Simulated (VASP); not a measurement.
Here is a VASP 6.6.1 calculation.

INCAR

```
PREC = Accurate ; ENCUT = 520
EDIFF = 1E-6 ; ISMEAR = 0
SIGMA = 0.15 ; LREAL = F
LASPH = T ; NELM = 60
ALGO = Fast ; ISIF = 2
LWAVE = F ; LCHARG = T
GGA = PS ; LELF = T
LVHAR = T ; NBANDS = 13
```

File KPOINTS:

```
regular mesh
0
Gamma
  24 24 24
```

POSCAR

```
Mo
1.0
   -1.5925232225      1.5925232225      1.5288222936
    1.5925232225     -1.5925232225      1.5288222936
    1.5925232225      1.5925232225     -1.5288222936
Mo
1
Direct
    0.0000000000      0.0000000000      0.0000000000
```

Potentials or basis: VASP PAW PBE potentials, release 64 (Mo_sv).

The run is started by

```bash
$ cat potpaw_PBE.64/Mo_sv/POTCAR > POTCAR
$ mpirun -np 1 vasp_std > vasp.out
```

Question: Estimate the pressure.

Answer: -2.4 GPa.

Question: What does it give for the band gap on the k mesh?

Answer: Zero (bands 7 and 8 overlap by 5.32 eV).

Stress tensor (GPa, compression positive):
```
-6.70  0.00  0.00
 0.00 -6.70  0.00
 0.00  0.00  6.15
```

Caveat: the PAW data sets were made with another functional, which shifts forces and pressure a little.
